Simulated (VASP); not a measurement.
# HfB2 (P6/mmm) in VASP: notebook

HfB2 is run at these levels: r2SCAN; tasks: single point.

Everything below comes from runs of VASP 6.6.1. Logs are shortened: lines on timing, memory, paths and dates and some standing lists are left out, and cuts for length are marked.

### 1 The cell of the first run

The structure is hexagonal, space group P6/mmm (No. 191). Conventional cell: a = 3.136 Å, b = 3.136 Å, c = 3.482 Å, α = 90.00°, β = 90.00°, γ = 120.00°. Within 3.3 Å of Hf (site symmetry 6/mmm) lie 12 B at 2.51 Å and 6 Hf at 3.14 Å. B (site symmetry -6m2) has 3 B at 1.81 Å within 2.4 Å.

### 2 Single point, r2SCAN

Input file POSCAR:

```
HfB2
1.0
    3.1356260299      0.0000000000      0.0000000000
   -1.5678130150      2.7155317987      0.0000000000
    0.0000000000      0.0000000000      3.4820548942
Hf B
1 2
Direct
    0.0000000000      0.0000000000      0.0000000000
    0.3333333333      0.6666666667      0.5000000000
    0.6666666667      0.3333333333      0.5000000000
```

Input file INCAR.step1:

```
SYSTEM = HfB2
PREC     = Accurate       ! precision mode
ENCUT    = 520            ! plane-wave cutoff, eV
ISMEAR   = -1             ! smearing method
SIGMA    = 0.1            ! smearing width, eV
LREAL    = .False.        ! projectors in reciprocal space
LASPH    = .True.         ! aspherical terms in the spheres
NELM     = 80             ! most SCF steps
NBANDS   = 15             ! bands
GGA      = PE             ! functional
ALGO     = Normal         ! electronic algorithm
EDIFF    = 1E-4           ! SCF threshold, eV
LWAVE    = .True.         ! write WAVECAR
LCHARG   = .False.        ! write CHGCAR
```

Input file INCAR.step2:

```
SYSTEM = HfB2
PREC     = Accurate       ! precision mode
ENCUT    = 520            ! plane-wave cutoff, eV
EDIFF    = 1E-7           ! SCF threshold, eV
ISMEAR   = -1             ! smearing method
SIGMA    = 0.1            ! smearing width, eV
LREAL    = .False.        ! projectors in reciprocal space
LASPH    = .True.         ! aspherical terms in the spheres
NELM     = 80             ! most SCF steps
ALGO     = Normal         ! electronic algorithm
ISIF     = 2              ! what is computed and relaxed
LWAVE    = .False.        ! write WAVECAR
LCHARG   = .False.        ! write CHGCAR
METAGGA  = R2SCAN         ! meta-GGA
LMIXTAU  = .True.       
NBANDS   = 15             ! bands
ISTART   = 1
```

Input file KPOINTS:

```
regular mesh
0
Gamma
  12 12 9
  0 0 0
```

Potentials or basis: VASP PAW PBE potentials, release 64 (Hf_pv, B).

Launch:

```
> cat potpaw_PBE.64/Hf_pv/POTCAR potpaw_PBE.64/B/POTCAR > POTCAR
> cp INCAR.step1 INCAR
> mpirun -np 1 vasp_std > vasp.out
> cp INCAR.step2 INCAR
> mpirun -np 1 vasp_std > vasp.out
```

OUTCAR:

```text
SYSTEM = HfB2
   PREC = Accurate
   ENCUT = 520
   EDIFF = 1E-7
   ISMEAR = -1
   LREAL = .False.
   LASPH = .True.
   NELM = 80
   ISIF = 2
   METAGGA = R2SCAN
   ISTART = 1

 ion  position               nearest neighbor table
   1  0.000  0.000  0.000-   2 2.51   3 2.51   2 2.51   3 2.51   3 2.51   3 2.51   2 2.51   2 2.51
                             3 2.51   3 2.51   2 2.51   2 2.51
   2  0.333  0.667  0.500-   3 1.81   3 1.81   3 1.81   1 2.51   1 2.51   1 2.51   1 2.51   1 2.51
                             1 2.51
   3  0.667  0.333  0.500-   2 1.81   2 1.81   2 1.81   1 2.51   1 2.51   1 2.51   1 2.51   1 2.51
                             1 2.51

  LATTYP: Found a hexagonal cell.
 ALAT       =     3.1356260299
 C/A-ratio  =     1.1104815629

  Lattice vectors:

 A1 = (   3.1356260299,   0.0000000000,   0.0000000000)
 A2 = (  -1.5678130150,   2.7155317987,   0.0000000000)
 A3 = (   0.0000000000,   0.0000000000,   3.4820548942)

Analysis of symmetry for initial positions (statically):
=====================================================================
 Subroutine PRICEL returns:
 Original cell was already a primitive cell.

 Routine SETGRP: Setting up the symmetry group for a
 hexagonal supercell.

 Subroutine GETGRP returns: Found 24 space group operations
 (whereof 24 operations were pure point group operations)
 out of a pool of 24 trial point group operations.

The static configuration has the point symmetry D_6h.

Analysis of symmetry for dynamics (positions and initial velocities):
=====================================================================
 Subroutine PRICEL returns:
 Original cell was already a primitive cell.

 Routine SETGRP: Setting up the symmetry group for a
 hexagonal supercell.

 Subroutine GETGRP returns: Found 24 space group operations
 (whereof 24 operations were pure point group operations)
 out of a pool of 24 trial point group operations.

The dynamic configuration has the point symmetry D_6h.

 Subroutine INISYM returns: Found 24 space group operations
 (whereof 24 operations are pure point group operations),
 and found     1 'primitive' translations

----------------------------------------------------------------------------------------

                                     Primitive cell

  volume of cell :      29.6493

  direct lattice vectors                    reciprocal lattice vectors
     3.135626030  0.000000000  0.000000000     0.318915582  0.184125997  0.000000000
    -1.567813015  2.715531799  0.000000000     0.000000000  0.368251994  0.000000000
     0.000000000  0.000000000  3.482054894     0.000000000  0.000000000  0.287186742

  length of vectors
     3.135626030  3.135626030  3.482054894     0.368251994  0.368251994  0.287186742

  position of ions in fractional coordinates (direct lattice)
     0.000000000  0.000000000  0.000000000
     0.333333333  0.666666667  0.500000000
     0.666666667  0.333333333  0.500000000

  ion indices of the primitive-cell ions
   primitive index   ion index
                 1           1
                 2           2
                 3           3

----------------------------------------------------------------------------------------

 KPOINTS: regular mesh

Automatic generation of k-mesh.
 Grid dimensions read from file:
 generate k-points for:   12   12    9

 Generating k-lattice:

  Cartesian coordinates                     Fractional coordinates (reciprocal lattice)
     0.026576298  0.015343833  0.000000000     0.083333333  0.000000000  0.000000000
     0.000000000  0.030687666  0.000000000     0.000000000  0.083333333  0.000000000
     0.000000000  0.000000000  0.031909638     0.000000000  0.000000000  0.111111111

  Length of vectors
     0.030687666  0.030687666  0.031909638

  Shift w.r.t. Gamma in fractional coordinates (k-lattice)
     0.000000000  0.000000000  0.000000000

 Subroutine IBZKPT returns following result:
 ===========================================

 Found     95 irreducible k-points:

 Following reciprocal coordinates:
            Coordinates               Weight
  0.000000  0.000000  0.000000      1.000000
  0.083333 -0.000000  0.000000      6.000000
  0.166667 -0.000000  0.000000      6.000000
  0.250000 -0.000000  0.000000      6.000000
  0.333333  0.000000  0.000000      6.000000
  0.416667 -0.000000  0.000000      6.000000
[... 16 lines left out ...]
  0.250000 -0.000000  0.111111     12.000000
  0.333333  0.000000  0.111111     12.000000
 [... further k-points ...]
   k-points           NKPTS =     95   k-points in BZ     NKDIM =     95   number of bands    NBANDS=     15
   number of dos      NEDOS =    301   number of ions     NIONS =      3
   total plane-waves  NPLWV =  16128
   dimension x,y,z NGX =    24 NGY =   24 NGZ =   28
   dimension x,y,z NGXF=    48 NGYF=   48 NGZF=   56
   ions per type =               1   2
   NGX,Y,Z   is equivalent  to a cutoff of  12.72, 12.72, 13.37 a.u.
[... 73 lines left out ...]
      6       4.6382      2.00000
      7       4.6922      2.00000
      8       4.6922      2.00000
      9      11.9762      0.00000
     10      11.9762      0.00000
     11      12.6679      0.00000
     12      12.6679      0.00000
     13      12.8819      0.00000
     14      12.9280      0.00000
     15      12.9280      0.00000

 k-point     2 :       0.0833   -0.0000    0.0000
  band No.  band energies     occupation
      1     -24.1337      2.00000
      2     -23.6826      2.00000
      3     -23.6380      2.00000
      4      -6.7991      2.00000
      5       4.2184      2.00000
      6       4.5137      2.00000
      7       4.6745      2.00000
      8       4.7684      2.00000
      9      11.4562      0.00000
     10      11.8645      0.00000
     11      11.9159      0.00000
     12      12.1605      0.00000
     13      13.4676      0.00000
     14      13.8206      0.00000
     15      14.1494      0.00000

 k-point     3 :       0.1667   -0.0000    0.0000
  band No.  band energies     occupation
      1     -24.1080      2.00000
      2     -23.8352      2.00000
      3     -23.6718      2.00000
      4      -6.3413      2.00000
      5       3.1010      2.00000
      6       4.2120      2.00000
      7       4.5987      2.00000
      8       5.1406      2.00000
      9      10.3029      0.00000
     10      11.5775      0.00000
     11      11.6085      0.00000
     12      12.2921      0.00000
     13      14.0564      0.00000
     14      15.1577      0.00000
     15      15.2020      0.00000

 k-point     4 :       0.2500   -0.0000    0.0000
  band No.  band energies     occupation
      1     -24.0727      2.00000
      2     -24.0371      2.00000
      3     -23.7175      2.00000
      4      -5.6256      2.00000
      5       1.7468      2.00000
      6       3.8684      2.00000
      7       4.4443      2.00000
      8       5.3841      2.00000
      9       9.9119      0.00000
     10      11.2213      0.00000
     11      11.6474      0.00000
     12      11.8755      0.00000
     13      14.1590      0.00000
     14      15.8080      0.00000
     15      17.2049      0.00000
[... 307 lines left out ...]
 k-point    22 :       0.1667   -0.0000    0.1111
  band No.  band energies     occupation
      1     -24.1409      2.00000
      2     -23.8316      2.00000
      3     -23.6691      2.00000
      4      -6.1637      2.00000
      5       3.0242      2.00000
      6       3.4217      2.00000
      7       4.6150      2.00000
      8       5.9053      2.00000
      9       9.8677      0.00000
     10      10.3994      0.00000
     11      12.7132      0.00000
     12      12.8630      0.00000
     13      13.5064      0.00000
     14      15.2225      0.00000
     15      15.7164      0.00000

 k-point    23 :       0.2500   -0.0000    0.1111
  band No.  band energies     occupation
      1     -24.1049      2.00000
      2     -24.0319      2.00000
      3     -23.7145      2.00000
      4      -5.4753      2.00000
      5       1.6962      2.00000
      6       3.4676      2.00000
      7       4.3569      2.00000
      8       5.6522      2.00000
      9       9.6953      0.00000
     10      10.6301      0.00000
     11      11.9500      0.00000
     12      12.7228      0.00000
     13      14.3418      0.00000
     14      15.7474      0.00000
     15      17.2874      0.00000

 k-point    24 :       0.3333    0.0000    0.1111
  band No.  band energies     occupation
      1     -24.2272      2.00000
      2     -24.0666      2.00000
      3     -23.7595      2.00000
      4      -4.5880      2.00000
      5       0.2825      2.00000
      6       3.5155      2.00000
      7       4.0798      2.00000
      8       5.2297      2.00000
      9       9.9855      0.00000
     10      10.9417      0.00000
     11      11.4396      0.00000
     12      12.9524      0.00000
     13      14.8331      0.00000
     14      16.4379      0.00000
     15      19.3140      0.00000

 [... further k-points ...]

------------------------ aborting loop because EDIFF is reached ----------------------------------------

  FORCE on cell =-STRESS in cart. coord.  units (eV):
  Direction    XX          YY          ZZ          XY          YZ          ZX
  --------------------------------------------------------------------------------------
  -------------------------------------------------------------------------------------
  Total       -0.1247423     -0.1247423     -0.1107295      0.0000000      0.0000000     -0.0000000
  in kB       -6.7407734     -6.7407734     -5.9835545      0.0000000      0.0000000     -0.0000000
  external PRESSURE =      -6.4883671 kB  Pullay stress =       0.0000000 kB

 VOLUME and BASIS-vectors are now :
 -----------------------------------------------------------------------------
  energy-cutoff  :      520.00
  volume of cell :       29.65
      direct lattice vectors                 reciprocal lattice vectors
     3.135626030  0.000000000  0.000000000     0.318915582  0.184125997  0.000000000
    -1.567813015  2.715531799  0.000000000     0.000000000  0.368251994  0.000000000
     0.000000000  0.000000000  3.482054894     0.000000000  0.000000000  0.287186742

 POSITION                                       TOTAL-FORCE (eV/Angst)
 -----------------------------------------------------------------------------------
      0.00000      0.00000      0.00000        -0.000000      0.000000     -0.000000
     -0.00000      1.81035      1.74103         0.000000      0.000000      0.000000
      1.56781      0.90518      1.74103        -0.000000     -0.000000     -0.000000
 -----------------------------------------------------------------------------------
    total drift:                               -0.000000      0.000000     -0.000000

  FREE ENERGIE OF THE ION-ELECTRON SYSTEM (eV)
  ---------------------------------------------------
  free  energy   TOTEN  =       -63.0965138663 eV

  energy  without entropy=      -63.0895951968  energy(sigma->0) =      -63.09305453
```

Wall time 1.8 min (1 thread of Intel Xeon 6975P-C, shared host); peak memory 0.18 GiB.

Results:

| Property | Result |
| --- | --- |
| Free energy | -63.0965 eV |
| Pressure | -0.6 GPa |
| Band gap on the k mesh | zero (band 8 reaches 8.59 eV, above the bottom of band 9 at 7.10 eV) |

Stress tensor (GPa, compression positive):
```
-0.67  0.00  0.00
 0.00 -0.67  0.00
 0.00  0.00 -0.60
```

Levels at points of the mesh, in eV from the Fermi level:
```
           k point  band 4  band 5  band 6  band 7  band 8  band 9  band 10  band 11  band 12  band 13
(0.00, 0.00, 0.00)  -14.78   -3.21   -3.18   -3.13   -3.13    4.15     4.15     4.85     4.85     5.06
(0.50, 0.00, 0.00)  -10.48   -9.91   -4.48   -3.78   -3.07    2.08     2.78     5.79     5.90     6.36
```

Caveat: the PAW data sets were made with another functional, which shifts forces and pressure a little; spin-orbit coupling is left out, which moves the levels of the heavy elements.

### 3 Single point, r2SCAN

This run uses another cell than the first one, of 9.29 Å³/atom, 0.940 times its volume.

Input file POSCAR:

```
HfB2
1.0
    3.0716157018      0.0000000000      0.0000000000
   -1.5358078509      2.6600972284      0.0000000000
    0.0000000000      0.0000000000      3.4109726000
Hf B
1 2
Direct
    0.0000000000      0.0000000000      0.0000000000
    0.3333333333      0.6666666667      0.5000000000
    0.6666666667      0.3333333333      0.5000000000
```

Input file INCAR.step1:

```
PREC = Accurate ; ENCUT = 520
ISMEAR = -1 ; SIGMA = 0.1
LREAL = False ; LASPH = True
NELM = 100 ; NBANDS = 15
GGA = PE ; ALGO = Normal
EDIFF = 1E-4 ; LWAVE = True
LCHARG = False
```

Input file INCAR.step2:

```
PREC = Accurate ; ENCUT = 520
EDIFF = 1E-7 ; ISMEAR = -1
SIGMA = 0.1 ; LREAL = False
LASPH = True ; NELM = 100
ALGO = Normal ; ISIF = 2
LWAVE = False ; LCHARG = False
METAGGA = R2SCAN ; LMIXTAU = True
NBANDS = 15 ; ISTART = 1
```

Input file KPOINTS:

```
regular mesh
0
Gamma
  12 12 10
```

Potentials or basis: VASP PAW PBE potentials, release 64 (Hf_pv, B).

Launch:

```
> cat potpaw_PBE.64/Hf_pv/POTCAR potpaw_PBE.64/B/POTCAR > POTCAR
> cp INCAR.step1 INCAR
> mpirun -np 1 vasp_std > vasp.out
> cp INCAR.step2 INCAR
> mpirun -np 1 vasp_std > vasp.out
```

It took 2.5 min on 1 thread of Intel Xeon 6975P-C, shared host; peak memory 0.19 GiB.

Results (log left out):

```yaml
Free_energy: -63.0058 eV
Pressure: 17.5 GPa
Band_gap_on_the_k_mesh: zero (band 8 reaches 9.08 eV, above the bottom of band 9 at 7.55 eV)
```

Stress tensor (GPa, compression positive):
```
18.22  0.00  0.00
 0.00 18.22  0.00
 0.00  0.00 16.10
```

Levels at points of the mesh, in eV from the Fermi level:
| k point | band 6 | band 7 | band 8 | band 9 | band 10 | band 11 |
| --- | --- | --- | --- | --- | --- | --- |
| (0.00, 0.00, 0.00) | -3.29 | -3.29 | -3.19 | 4.45 | 4.45 | 5.17 |
| (0.50, 0.00, 0.00) | -4.75 | -3.88 | -3.30 | 2.19 | 2.95 | 6.26 |
| (0.00, 0.00, 0.50) | -1.40 | -1.40 | 0.25 | 0.25 | 1.02 | 1.02 |
| (0.50, 0.00, 0.50) | -5.61 | -5.32 | -3.00 | 4.38 | 4.67 | 6.91 |

Caveat: the PAW data sets were made with another functional, which shifts forces and pressure a little; spin-orbit coupling is left out, which moves the levels of the heavy elements.

### 4 Single point, r2SCAN

This run uses another cell than the first one, of 9.49 Å³/atom, 0.960 times its volume.

Input file POSCAR:

```
HfB2
1.0
    3.0932475078      0.0000000029      0.0000000000
   -1.5466237564      2.6788309205      0.0000000000
    0.0000000000      0.0000000000      3.4349943300
Hf B
1 2
Direct
    0.0000000000      0.0000000000      0.0000000000
    0.3333333333      0.6666666667      0.5000000000
    0.6666666667      0.3333333333      0.5000000000
```

Input file INCAR.step1:

```
ALGO = Normal
EDIFF = 1E-4
ENCUT = 520
GGA = PE
ISMEAR = -1
LASPH = T
LCHARG = F
LREAL = F
LWAVE = T
NBANDS = 15
NELM = 80
PREC = Accurate
SIGMA = 0.1
```

Input file INCAR.step2:

```
ALGO = Normal
EDIFF = 1E-6
ENCUT = 520
ISIF = 2
ISMEAR = -1
ISTART = 1
LASPH = T
LCHARG = F
LMIXTAU = T
LREAL = F
LWAVE = F
METAGGA = R2SCAN
NBANDS = 15
NELM = 80
PREC = Accurate
SIGMA = 0.1
```

Input file KPOINTS:

```
k-points
0
Gamma
  12 12 10
```

Launch:

```
> cat potpaw_PBE.64/Hf_pv/POTCAR potpaw_PBE.64/B/POTCAR > POTCAR
> cp INCAR.step1 INCAR
> mpirun -np 1 vasp_std > vasp.out
> cp INCAR.step2 INCAR
> mpirun -np 1 vasp_std > vasp.out
```

Run time: 2 min. Hardware: 1 thread of Intel Xeon 6975P-C, shared host; peak memory 0.19 GiB.

The run converged. Its results:

```yaml
Free_energy: -63.0583 eV
Pressure: 10.9 GPa
Band_gap_on_the_k_mesh: zero (band 8 reaches 8.89 eV, above the bottom of band 9 at 7.40 eV)
```

Stress tensor (GPa, compression positive):
```
11.33  0.00  0.00
 0.00 11.33  0.00
 0.00  0.00  9.89
```

Levels at points of the mesh, in eV from the Fermi level:
```tsv
k point	band 6	band 7	band 8	band 9	band 10	band 11
(0.00, 0.00, 0.00)	-3.25	-3.25	-3.20	4.34	4.34	5.05
(0.50, 0.00, 0.00)	-4.67	-3.86	-3.23	2.14	2.88	6.09
(0.00, 0.00, 0.50)	-1.39	-1.39	0.25	0.25	1.01	1.01
(0.50, 0.00, 0.50)	-5.53	-5.24	-3.05	4.25	4.54	6.73
```

Caveat: the PAW data sets were made with another functional, which shifts forces and pressure a little; spin-orbit coupling is left out, which moves the levels of the heavy elements.

### 5 Single point, r2SCAN

This run uses another cell than the first one, of 9.69 Å³/atom, 0.980 times its volume.

Input file POSCAR:

```
HfB2
1.0
    3.1145809257     -0.0000000029      0.0000000000
   -1.5572904603      2.6973062052      0.0000000000
    0.0000000000      0.0000000000      3.4586846900
Hf B
1 2
Direct
    0.0000000000      0.0000000000      0.0000000000
    0.3333333333      0.6666666667      0.5000000000
    0.6666666667      0.3333333333      0.5000000000
```

Input file INCAR.step1:

```
SYSTEM = HfB2
PREC = Accurate ; ENCUT = 520
ISMEAR = -1 ; SIGMA = 0.1
LREAL = .FALSE. ; LASPH = .TRUE.
NELM = 80 ; NBANDS = 15
GGA = PE ; ALGO = Normal
EDIFF = 1E-4 ; LWAVE = .TRUE.
LCHARG = .FALSE.
```

Input file INCAR.step2:

```
SYSTEM = HfB2
PREC = Accurate ; ENCUT = 520
EDIFF = 1E-7 ; ISMEAR = -1
SIGMA = 0.1 ; LREAL = .FALSE.
LASPH = .TRUE. ; NELM = 80
ALGO = Normal ; ISIF = 2
LWAVE = .FALSE. ; LCHARG = .TRUE.
METAGGA = R2SCAN ; LMIXTAU = .TRUE.
LELF = .TRUE. ; LVHAR = .TRUE.
NBANDS = 15 ; ISTART = 1
```

Input file KPOINTS:

```
Automatic mesh
0
G
  12 12 10
  0 0 0
```

Launch:

```
> cat potpaw_PBE.64/Hf_pv/POTCAR potpaw_PBE.64/B/POTCAR > POTCAR
> cp INCAR.step1 INCAR
> mpirun -np 1 vasp_std > vasp.out
> cp INCAR.step2 INCAR
> mpirun -np 1 vasp_std > vasp.out
```

It took 2.2 min on 1 thread of Intel Xeon 6975P-C, shared host; peak memory 0.19 GiB.

Results (log left out):

```
Free energy            : -63.0876 eV
Pressure               : 4.8 GPa
Band gap on the k mesh : zero (band 8 reaches 8.71 eV, above the bottom of band 9 at 7.25 eV)
```

Stress tensor (GPa, compression positive):
```
5.08 0.00 0.00
0.00 5.08 0.00
0.00 0.00 4.31
```

Levels at points of the mesh, in eV from the Fermi level:
```
           k point  band 5  band 6  band 7  band 8  band 9  band 10  band 11  band 12
(0.00, 0.00, 0.00)   -3.29   -3.21   -3.20   -3.20    4.23     4.23     4.93     4.93
(0.50, 0.00, 0.00)   -9.95   -4.59   -3.83   -3.16    2.10     2.82     5.92     6.02
(0.00, 0.00, 0.50)   -9.06   -1.39   -1.39    0.25    0.25     0.99     0.99     2.32
(0.50, 0.00, 0.50)   -8.26   -5.45   -5.17   -3.10    4.13     4.41     6.56     7.56
```

Caveat: the PAW data sets were made with another functional, which shifts forces and pressure a little; spin-orbit coupling is left out, which moves the levels of the heavy elements.

### 6 Overview

| cell | k mesh | gap on the mesh (eV) | pressure (GPa) |
| --- | --- | --- | --- |
| a = 3.136, b = 3.136, c = 3.482 Å, angles 90.0, 90.0, 120.0°, 3 atoms | 12 × 12 × 9 | none | -0.6 |
| a = 3.072, b = 3.072, c = 3.411 Å, angles 90.0, 90.0, 120.0°, 3 atoms | 12 × 12 × 10 | none | 17.5 |
| a = 3.093, b = 3.093, c = 3.435 Å, angles 90.0, 90.0, 120.0°, 3 atoms | 12 × 12 × 10 | none | 10.9 |
| a = 3.115, b = 3.115, c = 3.459 Å, angles 90.0, 90.0, 120.0°, 3 atoms | 12 × 12 × 10 | none | 4.8 |

Alike in all rows: task single point; level r2SCAN; potentials or basis VASP PAW PBE potentials, release 64 (Hf_pv, B); no spin polarisation; cutoff (eV) 520; smearing fermi-dirac 0.1 eV.

Caveats: the PAW data sets were made with another functional, which shifts forces and pressure a little; spin-orbit coupling is left out, which moves the levels of the heavy elements.

Absolute energies hang on the potentials; compare differences alone.
